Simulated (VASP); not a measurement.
Runs of VASP 6.6.1 on BaZrO3. The structure is that of space group Pm-3m (No. 221), or close to it. The cells are those of the table. 

```tsv
cell	gap on the mesh (eV)	pressure (GPa)
a = 4.156 Å, 5 atoms	(a)	4.3
a = 4.294 Å, 5 atoms	(b)	-10.1
a = 4.120 Å, 5 atoms	(c)	9.3
a = 4.327 Å, 5 atoms	2.89	-12.6
a = 4.191 Å, 5 atoms	3.10	-0.1
a = 4.047 Å, 5 atoms	3.30	(d)
a = 4.260 Å, 5 atoms	3.00	-7.2
```

Alike in all rows: task single point; level PBEsol; potentials or basis VASP PAW PBE potentials, release 64 (Ba_sv, Zr_sv, O); no spin polarisation; k mesh 4 × 4 × 4; cutoff (eV) 520; smearing gaussian 0.01 eV.

Task: Estimate the missing entries.

Result: (a) 3.15; (b) 2.95; (c) 3.20; (d) 21.6.

Caveats: the PAW data sets were made with another functional, which shifts forces and pressure a little; spin-orbit coupling is left out, which moves the levels of the heavy elements.

A k mesh can miss the band edges, and the runs leave out spin-orbit coupling on Ba, Zr.
